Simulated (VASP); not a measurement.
Write the native input for VASP 6.6.1 that does the following.

```yaml
Task: single point
Functional: PBEsol
Potentials_or_basis: VASP PAW PBE potentials, release 64 (Al, O)
Cutoff: 520 eV
k_mesh: 9 × 9 × 1
Occupations: gaussian, width 0.1 eV
Spin: no spin polarisation
Dipole_correction: yes
Further_INCAR_settings: ALGO = Normal; EDIFF = 1e-06; NBANDS = 16
```

The structure of Al3O lies in POSCAR:

```
Al3O
1.0
    2.8394270062      0.0000000000      0.0000000000
    0.0000000000      2.8394270062      0.0000000000
    0.0000000000      0.0000000000     19.6413451717
Al O
3 1
Direct
    0.5000000000      0.5000000000      0.2036520394
    0.0000000000      0.0000000000      0.3090064802
    0.5000000000      0.5000000000      0.4145003868
    0.6666666667      1.0000000000      0.4563061110
```

The input as run:

INCAR

```
SYSTEM = Al3O
PREC = Accurate ; ENCUT = 520
EDIFF = 1E-6 ; ISMEAR = 0
SIGMA = 0.1 ; LREAL = .False.
LASPH = .True. ; NELM = 60
ALGO = Normal ; ISIF = 2
LWAVE = .False. ; LCHARG = .False.
LDIPOL = .True. ; IDIPOL = 3
DIPOL = 0.5 0.5 0.346 ; GGA = PS
NBANDS = 16
```

KPOINTS

```
regular mesh
0
Gamma
  9 9 1
  0 0 0
```

Potentials or basis: VASP PAW PBE potentials, release 64 (Al, O).

The run is started by

```bash
$ cat potpaw_PBE.64/Al/POTCAR potpaw_PBE.64/O/POTCAR > POTCAR
$ mpirun -np 1 vasp_std > vasp.out
```

Results of the run:

```yaml
Largest_force: 0.698 eV/Å
```

Caveat: the PAW data sets were made with another functional, which shifts forces and pressure a little; an odd number of electrons without spin polarisation forces a metal; a magnetic or distorted state may lie lower.

It took 3.6 min on 1 thread of AMD EPYC 7R13 (shared host), peak memory 0.26 GiB.
